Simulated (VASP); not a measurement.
# Ca: single point with r2SCAN

Ca:

```
Ca
1.0
     0.00000    2.68759    2.68759
     2.68759    0.00000    2.68759
     2.68759    2.68759    0.00000
Ca
1
Cartesian
  0.0000 0.0000 0.0000
```

```yaml
Program: VASP 6.6.1
Task: single point
Functional: r2SCAN
Potentials_or_basis: VASP PAW PBE potentials, release 64 (Ca_sv)
Cutoff: 520 eV
k_mesh: 11 × 11 × 11
Occupations: fermi-dirac, width 0.1 eV
Spin: no spin polarisation
```

```
Pressure               : 2.3 GPa
Band gap on the k mesh : zero (bands 5 and 6 overlap by 0.30 eV)
```

Levels at points of the mesh, in eV from the Fermi level:
| k point | band 2 | band 3 | band 4 | band 5 | band 6 | band 7 | band 8 | band 9 |
| --- | --- | --- | --- | --- | --- | --- | --- | --- |
| (0.00, 0.00, 0.00) | -23.59 | -23.59 | -23.59 | -4.44 | 2.82 | 2.82 | 2.82 | 4.06 |

It took 44 s on 1 thread of AMD EPYC 9R45 96-Core Processor (Zen 5), with other jobs on the host, peak memory 0.14 GiB.

Caveat: the PAW data sets were made with another functional, which shifts forces and pressure a little.
